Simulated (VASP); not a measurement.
# MgH2 (Pbca) in VASP: notebook, part 2 of 2

VASP 6.6.1.

## 3. Electric field gradients, r2SCAN

The input, POSCAR:

```
MgH2
1.0
    4.7219359600      0.0000000000      0.0000000000
    0.0000000000      9.3057905200      0.0000000000
    0.0000000000      0.0000000000      4.8702861200
Mg H
8 16
Direct
    0.2748243700      0.1178063900      0.0286191600
    0.2251756300      0.8821936100      0.5286191600
    0.7251756300      0.6178063900      0.4713808400
    0.7748243700      0.1178063900      0.4713808400
    0.7748243700      0.3821936100      0.9713808400
    0.2748243700      0.3821936100      0.5286191600
    0.2251756300      0.6178063900      0.0286191600
    0.7251756300      0.8821936100      0.9713808400
    0.5114215700      0.4747625000      0.2422186000
    0.0114215700      0.4747625000      0.2577814000
    0.0114215700      0.0252375000      0.7577814000
    0.9885784300      0.5252375000      0.7422186000
    0.3362610700      0.7038387800      0.3776530300
    0.3362610700      0.7961612200      0.8776530300
    0.4885784300      0.9747625000      0.2577814000
    0.9885784300      0.9747625000      0.2422186000
    0.8362610700      0.7961612200      0.6223469700
    0.8362610700      0.7038387800      0.1223469700
    0.5114215700      0.0252375000      0.7422186000
    0.4885784300      0.5252375000      0.7577814000
    0.6637389300      0.2038387800      0.1223469700
    0.1637389300      0.2961612200      0.8776530300
    0.1637389300      0.2038387800      0.3776530300
    0.6637389300      0.2961612200      0.6223469700
```

The input, INCAR.step1:

```
  ALGO = Normal
  EDIFF = 1E-4
  ENCUT = 520
  GGA = PE
  ISMEAR = -1
  LASPH = T
  LCHARG = F
  LREAL = Auto
  LWAVE = T
  NBANDS = 34
  NELM = 100
  PREC = Accurate
  SIGMA = 0.02
```

The input, INCAR.step2:

```
  ALGO = Normal
  EDIFF = 1E-8
  ENCUT = 520
  ISIF = 2
  ISMEAR = -1
  ISTART = 1
  LASPH = T
  LCHARG = F
  LEFG = T
  LMIXTAU = T
  LREAL = Auto
  LWAVE = F
  METAGGA = R2SCAN
  NBANDS = 34
  NELM = 100
  PREC = Accurate
  SIGMA = 0.02
```

The input, KPOINTS:

```
k-points
0
Gamma
  6 3 6
```

Potentials or basis: VASP PAW PBE potentials, release 64 (Mg, H).

On the command line:

```sh
$ cat potpaw_PBE.64/Mg/POTCAR potpaw_PBE.64/H/POTCAR > POTCAR
$ cp INCAR.step1 INCAR
$ mpirun -np 1 vasp_std > vasp.out
$ cp INCAR.step2 INCAR
$ mpirun -np 1 vasp_std > vasp.out
```

OUTCAR:

```text
EDIFF = 1E-8
   ENCUT = 520
   ISIF = 2
   ISMEAR = -1
   ISTART = 1
   LASPH = T
   LREAL = Auto
   METAGGA = R2SCAN
   NELM = 100
   PREC = Accurate

 ion  position               nearest neighbor table
   1  0.275  0.118  0.029-  22 1.89  23 1.95  19 1.98  11 2.01  15 2.01  21 2.05  16 2.16   8 3.07
                             4 3.20   4 3.20   2 3.29   2 3.29   8 3.41   5 3.42   5 3.42   6 3.46
   2  0.225  0.882  0.529-  13 1.89  14 1.95  16 1.98  15 2.01  11 2.01  17 2.05  19 2.16   4 3.07
                             8 3.20   8 3.20   1 3.29   1 3.29   4 3.41   3 3.42   3 3.42   7 3.46
   3  0.725  0.618  0.471-  17 1.89  18 1.95  20 1.98  12 2.01   9 2.01  13 2.05  10 2.16   6 3.07
                             7 3.20   7 3.20   5 3.29   5 3.29   6 3.41   2 3.42   2 3.42   8 3.46
   4  0.775  0.118  0.471-  24 1.89  21 1.95  11 1.98  19 2.01  16 2.01  23 2.05  15 2.16   2 3.07
                             1 3.20   1 3.20   8 3.29   8 3.29   2 3.41   6 3.42   6 3.42   5 3.46
   5  0.775  0.382  0.971-  21 1.89  24 1.95  10 1.98   9 2.01  12 2.01  22 2.05  20 2.16   7 3.07
                             6 3.20   6 3.20   3 3.29   3 3.29   7 3.41   1 3.42   1 3.42   4 3.46
   6  0.275  0.382  0.529-  23 1.89  22 1.95   9 1.98  10 2.01  20 2.01  24 2.05  12 2.16   3 3.07
                             5 3.20   5 3.20   7 3.29   7 3.29   3 3.41   4 3.42   4 3.42   1 3.46
[... 1096 lines left out ...]
   1      -5.485    -2.856     8.341       0.315
   2      -5.485    -2.856     8.341       0.315
   3      -5.485    -2.856     8.341       0.315
   4      -5.485    -2.856     8.341       0.315
   5      -5.485    -2.856     8.341       0.315
   6      -5.485    -2.856     8.341       0.315
[... 16 lines left out ...]
  23       4.405     0.325    -4.731       0.862
  24       4.405     0.325    -4.731       0.862
----------------------------------------------------------------------

           NMR quadrupolar parameters

 Cq : quadrupolar parameter    Cq=e*Q*V_zz/h
 eta: asymmetry parameters     (V_yy - V_xx)/ V_zz
 Q  : nuclear electric quadrupole moment in mb (millibarn)
----------------------------------------------------------------------
 ion       Cq(MHz)       eta       Q (mb)
----------------------------------------------------------------------
   1       0.020       0.315       1.000
   2       0.020       0.315       1.000
   3       0.020       0.315       1.000
   4       0.020       0.315       1.000
   5       0.020       0.315       1.000
   6       0.020       0.315       1.000
[... 16 lines left out ...]
  23      -0.011       0.862       1.000
  24      -0.011       0.862       1.000
----------------------------------------------------------------------
```

Run time: 14 min. Hardware: 1 thread of AMD EPYC 9R45 (Zen 5), shared host; peak memory 0.38 GiB.

Results:

```
Free energy            : -93.7737 eV
Pressure               : -0.4 GPa
Largest force          : 0.085 eV/Å
Band gap on the k mesh : 2.57 eV, direct
```

Forces in eV/Å, atoms in the order of the input:
```
Mg   0.007 -0.078  0.033
Mg  -0.007  0.078  0.033
Mg  -0.007 -0.078 -0.033
Mg   0.007 -0.078 -0.033
Mg   0.007  0.078 -0.033
Mg   0.007  0.078  0.033
Mg  -0.007 -0.078  0.033
Mg  -0.007  0.078 -0.033
H    0.013 -0.003  0.003
H    0.013 -0.003 -0.003
H    0.013  0.003 -0.003
H   -0.013  0.003  0.003
H    0.017 -0.008  0.003
H    0.017  0.008  0.003
H   -0.013 -0.003 -0.003
H   -0.013 -0.003  0.003
H    0.017  0.008 -0.003
H    0.017 -0.008 -0.003
H    0.013  0.003  0.003
H   -0.013  0.003 -0.003
H   -0.017 -0.008 -0.003
H   -0.017  0.008  0.003
H   -0.017 -0.008  0.003
H   -0.017  0.008 -0.003
```

Electric field gradients, principal values (V/Å²):
```
atom   least  middle  greatest (by size)
1 Mg  -2.856  -5.485               8.341
2 Mg  -2.856  -5.485               8.341
3 Mg  -2.856  -5.485               8.341
4 Mg  -2.856  -5.485               8.341
5 Mg  -2.856  -5.485               8.341
6 Mg  -2.856  -5.485               8.341
7 Mg  -2.856  -5.485               8.341
8 Mg  -2.856  -5.485               8.341
 9 H  -0.284  -1.798               2.082
10 H  -0.284  -1.798               2.082
11 H  -0.284  -1.798               2.082
12 H  -0.284  -1.798               2.082
13 H   0.325   4.405              -4.731
14 H   0.325   4.405              -4.731
15 H  -0.284  -1.798               2.082
16 H  -0.284  -1.798               2.082
17 H   0.325   4.405              -4.731
18 H   0.325   4.405              -4.731
19 H  -0.284  -1.798               2.082
20 H  -0.284  -1.798               2.082
21 H   0.325   4.405              -4.731
22 H   0.325   4.405              -4.731
23 H   0.325   4.405              -4.731
24 H   0.325   4.405              -4.731
```

Caveat: without QUAD_EFG the Cq values of the log hold for a quadrupole moment of 1 mb, not for the nuclei; the PAW data sets were made with another functional, which shifts forces and pressure a little. A k mesh can miss the band edges.
